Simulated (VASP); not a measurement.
A run of VASP 6.6.1:

File INCAR:

```
PREC = Accurate
ENCUT = 520
EDIFF = 1E-8
ISMEAR = -1
SIGMA = 0.05
LREAL = False
LASPH = True
NELM = 60
ALGO = Normal
ISIF = 2
LWAVE = False
LCHARG = False
GGA = PS
LEFG = True
NBANDS = 8
```

The input KPOINTS:

```
regular mesh
0
Gamma
  12 12 12
```

The input POSCAR:

```
Sb
1.0
    0.0000000000      2.2579459806      2.2579459806
    2.2579459806      0.0000000000      2.2579459806
    2.2579459806      2.2579459806      0.0000000000
Sb
1
Direct
    0.0000000000      0.0000000000      0.0000000000
```

Potentials or basis: VASP PAW PBE potentials, release 64 (Sb).

The run is started by

```console
$ cat potpaw_PBE.64/Sb/POTCAR > POTCAR
$ mpirun -np 1 vasp_std > vasp.out
```

Hardware: 1 thread of Intel Xeon 6975P-C, with other jobs on the host.

Estimate the wall time of this run.

Wall time 7.9 s on 1 thread of Intel Xeon 6975P-C (shared host), peak memory 0.14 GiB. Counts: scf iterations 12, k points 72.
